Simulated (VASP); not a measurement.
Here is a VASP 6.6.1 calculation.

The input INCAR:

```
SYSTEM = Ge
ALGO     = Normal         ! electronic algorithm
EDIFF    = 1E-7           ! SCF threshold, eV
ENCUT    = 520            ! plane-wave cutoff, eV
GGA      = PS             ! functional
ISIF     = 2              ! what is computed and relaxed
ISMEAR   = -1             ! smearing method
LASPH    = .True.         ! aspherical terms in the spheres
LCHARG   = .False.        ! write CHGCAR
LREAL    = .False.        ! projectors in reciprocal space
LWAVE    = .False.        ! write WAVECAR
NBANDS   = 21             ! bands
NELM     = 60             ! most SCF steps
PREC     = Accurate       ! precision mode
SIGMA    = 0.02           ! smearing width, eV
```

File KPOINTS:

```
k-points
0
Gamma
  6 6 6
  0 0 0
```

File POSCAR:

```
Ge
1.0
    0.0000000000      2.8006209000      2.8863483318
    2.8006209000      0.0000000000      2.8863483318
    2.8006209000      2.8006209000      0.0000000000
Ge
2
Direct
    0.0000000000      0.0000000000      0.0000000000
    0.2500000000      0.2500000000      0.2500000000
```

Potentials or basis: VASP PAW PBE potentials, release 64 (Ge_d).

The run is started by

```bash
$ cat potpaw_PBE.64/Ge_d/POTCAR > POTCAR
$ mpirun -np 1 vasp_std > vasp.out
```

(1) Estimate the band gap on the k mesh.

(2) Estimate the pressure.

Answers

(1) zero (filled and empty bands touch).

(2) 0.7 GPa.

Caveat: the PAW data sets were made with another functional, which shifts forces and pressure a little.
